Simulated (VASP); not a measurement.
# Zn (P-1) in VASP: further runs, part 2 of 2

VASP 6.6.1.

## 4. Single point, PBE+D3(BJ)

This run uses another cell than the first one, of 14.68 Å³/atom, 0.940 times its volume.

File INCAR:

```
PREC = Accurate
ENCUT = 520
EDIFF = 1E-7
ISMEAR = -1
SIGMA = 0.05
LREAL = F
LASPH = T
NELM = 100
ALGO = Normal
ISIF = 2
LWAVE = F
LCHARG = F
GGA = PE
IVDW = 12
NBANDS = 12
```

File KPOINTS:

```
regular mesh
0
Gamma
  11 12 12
```

File POSCAR:

```
Zn
1.0
   -1.2815962092      1.8360569816      1.7149363133
    1.2832295682     -1.6823664255      1.5565189970
    1.2836451826      1.6677681747     -1.5762663435
Zn
1
Direct
    0.0000000000      0.0000000000      0.0000000000
```

Potentials or basis: VASP PAW PBE potentials, release 64 (Zn).

Started as:

```bash
$ cat potpaw_PBE.64/Zn/POTCAR > POTCAR
$ mpirun -np 1 vasp_std > vasp.out
```

OUTCAR:

```text
PREC = Accurate
   ENCUT = 520
   EDIFF = 1E-7
   ISMEAR = -1
   LREAL = F
   LASPH = T
   NELM = 100
   ISIF = 2
   GGA = PE
   IVDW = 12
 IVDW          = 12

 ion  position               nearest neighbor table
   1  0.000  0.000  0.000-

  LATTYP: Found a triclinic cell.
 ALAT       =     2.6294127148
 B/A-ratio  =     1.2455495647
 C/A-ratio  =     0.9762606702
 COS(alpha) =     0.0074524889
 COS(beta)  =     0.4891692672
 COS(gamma) =     0.5688057971

  Lattice vectors:

 A1 = (  -1.2836451826,  -1.6677681747,   1.5762663435)
 A2 = (   0.0016333590,   0.1536905561,   3.2714553103)
 A3 = (  -2.5668747508,   0.0145982508,   0.0197473465)

Analysis of symmetry for initial positions (statically):
=====================================================================
 Subroutine PRICEL returns:
 Original cell was already a primitive cell.

 Routine SETGRP: Setting up the symmetry group for a
 triclinic supercell.

 Subroutine GETGRP returns: Found  2 space group operations
 (whereof  2 operations were pure point group operations)
 out of a pool of  2 trial point group operations.

The static configuration has the point symmetry S_2 .

Analysis of symmetry for dynamics (positions and initial velocities):
=====================================================================
 Subroutine PRICEL returns:
 Original cell was already a primitive cell.

 Routine SETGRP: Setting up the symmetry group for a
 triclinic supercell.

 Subroutine GETGRP returns: Found  2 space group operations
 (whereof  2 operations were pure point group operations)
 out of a pool of  2 trial point group operations.

The dynamic configuration has the point symmetry S_2 .

 Subroutine INISYM returns: Found  2 space group operations
 (whereof  2 operations are pure point group operations),
 and found     1 'primitive' translations

----------------------------------------------------------------------------------------

                                     Primitive cell

  volume of cell :      14.6843

  direct lattice vectors                    reciprocal lattice vectors
    -1.281596209  1.836056982  1.714936313     0.003809836  0.273811717  0.292808983
     1.283229568 -1.682366425  1.556518997     0.391863168 -0.012341953  0.306058525
     1.283645183  1.667768175 -1.576266343     0.391098938  0.285712611 -0.013617834

  length of vectors
     2.820390158  2.626744430  2.629412715     0.400904567  0.497373992  0.484536397

  position of ions in fractional coordinates (direct lattice)
     0.000000000  0.000000000  0.000000000

  ion indices of the primitive-cell ions
   primitive index   ion index
                 1           1

----------------------------------------------------------------------------------------

 KPOINTS: regular mesh

Automatic generation of k-mesh.
 Grid dimensions read from file:
 generate k-points for:   11   12   12

 Generating k-lattice:

  Cartesian coordinates                     Fractional coordinates (reciprocal lattice)
     0.000346349  0.024891974  0.026618998     0.090909091  0.000000000  0.000000000
     0.032655264 -0.001028496  0.025504877     0.000000000  0.083333333  0.000000000
     0.032591578  0.023809384 -0.001134819    -0.000000000  0.000000000  0.083333333

  Length of vectors
     0.036445870  0.041447833  0.040378033

  Shift w.r.t. Gamma in fractional coordinates (k-lattice)
     0.000000000  0.000000000  0.000000000

 Subroutine IBZKPT returns following result:
 ===========================================

 Found    794 irreducible k-points:

 Following reciprocal coordinates:
            Coordinates               Weight
  0.000000  0.000000  0.000000      1.000000
  0.090909  0.000000  0.000000      2.000000
  0.181818  0.000000  0.000000      2.000000
  0.272727  0.000000  0.000000      2.000000
  0.363636  0.000000  0.000000      2.000000
  0.454545  0.000000  0.000000      2.000000
[... 16 lines left out ...]
  0.454545  0.166667  0.000000      2.000000
 -0.454545  0.166667  0.000000      2.000000
 [... further k-points ...]
   k-points           NKPTS =    794   k-points in BZ     NKDIM =    794   number of bands    NBANDS=     12
   number of dos      NEDOS =    301   number of ions     NIONS =      1
   total plane-waves  NPLWV =   9600
   dimension x,y,z NGX =    24 NGY =   20 NGZ =   20
   dimension x,y,z NGXF=    48 NGYF=   40 NGZF=   40
   ions per type =               1
   NGX,Y,Z   is equivalent  to a cutoff of  14.15, 12.66, 12.65 a.u.
   NGXF,Y,Z  is equivalent  to a cutoff of  28.29, 25.32, 25.29 a.u.
 SYSTEM =  unknown system
   PREC   = accura    normal or accurate (medium, high low for compatibility)
   ISTART =      0    job   : 0-new  1-cont  2-samecut
   ICHARG =      2    charge: 1-file 2-atom 10-const
   ISPIN  =      1    spin polarized calculation?
   LNONCOLLINEAR =      F non collinear calculations
   LSORBIT =      F    spin-orbit coupling
   LASPH  =      T    aspherical Exc in radial PAW
   ENCUT  =  520.0 eV  38.22 Ry    6.18 a.u.   5.24  4.88  4.89*2*pi/ulx,y,z
   NELM   =    100;   NELMIN=  2; NELMDL= -5     # of ELM steps
   EDIFF  = 0.1E-06   stopping-criterion for ELM
   LREAL  =      F    real-space projection
   EDIFFG = 0.1E-05   stopping-criterion for IOM
   NSW    =      0    number of steps for IOM
   IBRION =     -1    ionic relax: 0-MD 1-quasi-New 2-CG
   NFREE  =      0    steps in history (QN), initial steepest desc. (CG)
   ISIF   =      2    stress and relaxation
   ISYM   =      2    0-nonsym 1-usesym 2-fastsym
   POTIM  = 0.5000    time-step for ionic-motion
   TEBEG  =    0.0;   TEEND  =   0.0 temperature during run
   PSTRESS=    0.0 pullay stress
   NELECT =      12.0000    total number of electrons
   NUPDOWN=      -1.0000    fix difference up-down
   EMIN   =  10.00;   EMAX   =-10.00  energy-range for DOS
   EFERMI =   0.00;   METHOD = LEGACY
   ISMEAR =    -1;   SIGMA  =   0.05  broadening in eV -4-tet -1-fermi 0-gaus
   EFERMI_NEDOS =   21; number of points for ismear=-14 and -15
   IALGO  =     38    algorithm
   IMIX   =      4    mixing-type and parameters
     AMIX     =   0.40;   BMIX     =  1.00
     AMIX_MAG =   1.60;   BMIX_MAG =  1.00
  volume/ion in A,a.u.               =      14.68        99.09
  Fermi-wavevector in a.u.,A,eV,Ry     =   1.530562  2.892343 31.873286  2.342620
  Thomas-Fermi vector in A             =   2.638028
   LORBIT       =      0    0 simple, 1 ext, 2 COOP (PROOUT), +10 PAW based schemes
   GGA     = PE    functional components
   LHFCALC =     F    Hartree Fock is set to
   AEXX    =    0.0000 exact exchange contribution
   IVDW    =    12    specifies the selected vdW correction
   LEPSILON=     F    determine dielectric tensor
   LRPA    =     F    only Hartree local field effects (RPA)
 non-spin polarized calculation
  energy-cutoff  :      520.00
  volume of cell :       14.68
 maximum number of plane-waves:       406
 NGX is ok and might be reduce to    24
   NGX = 11   NGY =  9   NGZ =  9

 number of electron      11.9999998 magnetization

 Free energy of the ion-electron system (eV)
  ---------------------------------------------------
  ext. energy  EPLUGINS =         0.00000000
  ---------------------------------------------------
  free energy    TOTEN  =        -1.08216629 eV

  energy without entropy =       -1.08090497  energy(sigma->0) =       -1.08153563

 E-fermi :   3.3241     XC(G=0): -11.7219

 val. band max:        3.3203688678   @ k =   0.4545   0.2500   0.4167
 cond. band min:       3.3474753385   @ k =  -0.1818   0.2500   0.4167
 fundamental gap:      0.0271064707
 Fermi energy:         3.3240687003

 k-point     1 :       0.0000    0.0000    0.0000
  band No.  band energies     occupation
      1      -7.3297      2.00000
      2      -4.8126      2.00000
      3      -4.4643      2.00000
      4      -4.2971      2.00000
      5      -4.0722      2.00000
      6      -3.8401      2.00000
      7      16.2952      0.00000
      8      20.1176      0.00000
      9      21.0005      0.00000
     10      24.6368      0.00000
     11      27.1354      0.00000
     12      27.4916      0.00000
[... 331 lines left out ...]
 k-point    24 :      -0.4545    0.1667    0.0000
  band No.  band energies     occupation
      1      -5.1179      2.00000
      2      -4.5284      2.00000
      3      -4.3168      2.00000
      4      -4.2348      2.00000
      5      -3.9606      2.00000
      6      -2.2381      2.00000
      7       4.4694      0.00000
      8      15.0685      0.00000
      9      19.7903      0.00000
     10      23.5309      0.00000
     11      26.0394      0.00000
     12      30.1269      0.00000

 [... further k-points ...]

------------------------ aborting loop because EDIFF is reached ----------------------------------------

 Edisp (eV)   -0.41768

 E8    (eV) :    -0.1759

  FORCE on cell =-STRESS in cart. coord.  units (eV):
  Direction    XX          YY          ZZ          XY          YZ          ZX
  --------------------------------------------------------------------------------------
  -------------------------------------------------------------------------------------
  Total       0.04775     0.03155     0.03066     0.00045    -0.00866    -0.00123
  in kB       5.21012     3.44238     3.34480     0.04871    -0.94522    -0.13448
  external pressure =        4.00 kB  Pullay stress =        0.00 kB

 VOLUME and BASIS-vectors are now :
 -----------------------------------------------------------------------------
  energy-cutoff  :      520.00
  volume of cell :       14.68
      direct lattice vectors                 reciprocal lattice vectors
    -1.281596209  1.836056982  1.714936313     0.003809836  0.273811717  0.292808983
     1.283229568 -1.682366425  1.556518997     0.391863168 -0.012341953  0.306058525
     1.283645183  1.667768175 -1.576266343     0.391098938  0.285712611 -0.013617834

 POSITION                                       TOTAL-FORCE (eV/Angst)
 -----------------------------------------------------------------------------------
      0.00000      0.00000      0.00000        -0.000000      0.000000      0.000000
 -----------------------------------------------------------------------------------
    total drift:                                0.000000     -0.000000      0.000000

  FREE ENERGIE OF THE ION-ELECTRON SYSTEM (eV)
  ---------------------------------------------------
  free  energy   TOTEN  =        -1.4998473693 eV

  energy  without entropy=       -1.4985860487  energy(sigma->0) =       -1.49921671
```

It took 47 s on 1 thread of Intel Xeon Platinum 8375C at 2.90GHz (Ice Lake), shared host; peak memory 0.24 GiB.

What came out:

```
Free energy                : -1.4998 eV
Pressure                   : 0.4 GPa
Band gap on the k mesh     : zero (band 6 reaches 5.93 eV, above the bottom of band 7 at 0.13 eV)
Dispersion energy per atom : -0.418 eV
```

Stress tensor (GPa, compression positive):
```
 0.52  0.00 -0.01
 0.00  0.34 -0.09
-0.01 -0.09  0.33
```

Caveat: pairwise dispersion overbinds metals, which lowers pressure and volume.

## 5. Summary

```csv
level,cell,gap on the mesh (eV),pressure (GPa)
PBE,"a = 2.898, b = 2.674, c = 2.674 Å, angles 121.8, 99.9, 105.9°, 1 atom",none,0.2
PBE+D4,"a = 2.840, b = 2.639, c = 2.641 Å, angles 121.6, 100.0, 106.1°, 1 atom",none,0.5
PBE+D3(BJ),"a = 2.820, b = 2.627, c = 2.629 Å, angles 121.5, 100.0, 106.2°, 1 atom",none,0.4
```

Alike in all rows: task single point; potentials or basis VASP PAW PBE potentials, release 64 (Zn); no spin polarisation; k mesh 11 × 12 × 12; cutoff (eV) 520; smearing fermi-dirac 0.05 eV.

Caveats: pairwise dispersion overbinds metals, which lowers pressure and volume (some runs).

Absolute energies hang on the potentials; compare differences alone.
